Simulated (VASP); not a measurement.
## PbSe: single point with PBE

Crystal: PbSe.

```
Pb Se
1.0
    -0.00769    3.12388    3.16982
     3.12388   -0.00769    3.16982
     3.11620    3.11620    0.00000
Pb Se
1 1
Direct
  0.00980 0.00980 0.99020
  0.49020 0.49020 0.50980
```

This cell differs from its parent crystal: strained and its atoms moved.

```
Program                : VASP 6.6.1
Task                   : single point
Functional             : PBE
Potentials or basis    : VASP PAW PBE potentials, release 64 (Pb_d, Se)
Cutoff                 : 520 eV
k mesh                 : 10 × 10 × 10
Occupations            : gaussian, width 0.05 eV
Spin                   : no spin polarisation
Dipole correction      : no
Further INCAR settings : ALGO = Normal; EDIFF = 1e-07; NBANDS = 17
```

```yaml
Pressure: -1.1 GPa
Largest_force: 0.013 eV/Å
Band_gap_on_the_k_mesh: 0.61 eV, indirect (least direct gap 0.63 eV)
```

Forces on the atoms (eV/Å):
```
Pb   0.000  0.000  0.013
Se   0.000  0.000 -0.013
```

Stress tensor (GPa, compression positive):
```
-0.82  0.09  0.00
 0.09 -0.82  0.00
 0.00  0.00 -1.66
```

Levels at points of the mesh, in eV from the valence-band top:
```tsv
k point	band 7	band 8	band 9	band 10	band 11	band 12	band 13	band 14
(0.00, 0.00, 0.00)	-6.32	-1.51	-1.47	-1.41	4.45	4.65	4.65	6.71
(0.50, 0.00, 0.00)	-8.32	-1.17	-1.08	0.00	0.63	1.97	2.00	8.50
(0.50, 0.50, 0.00)	-7.20	-4.21	-2.70	-2.65	4.13	5.46	5.47	5.72
(0.00, 0.00, 0.50)	-8.30	-1.17	-1.11	-0.02	0.61	1.96	1.96	8.51
(0.50, 0.00, 0.50)	-7.19	-4.29	-2.76	-2.63	3.94	5.27	5.68	5.87
```

It took 2.9 min on 1 thread of Intel(R) Xeon(R) Platinum 8488C (Sapphire Rapids), with other jobs on the host, peak memory 0.34 GiB.

Caveat: the cell differs from its parent crystal (strained and its atoms moved); spin-orbit coupling is left out, which moves the levels of the heavy elements. A k mesh can miss the band edges.
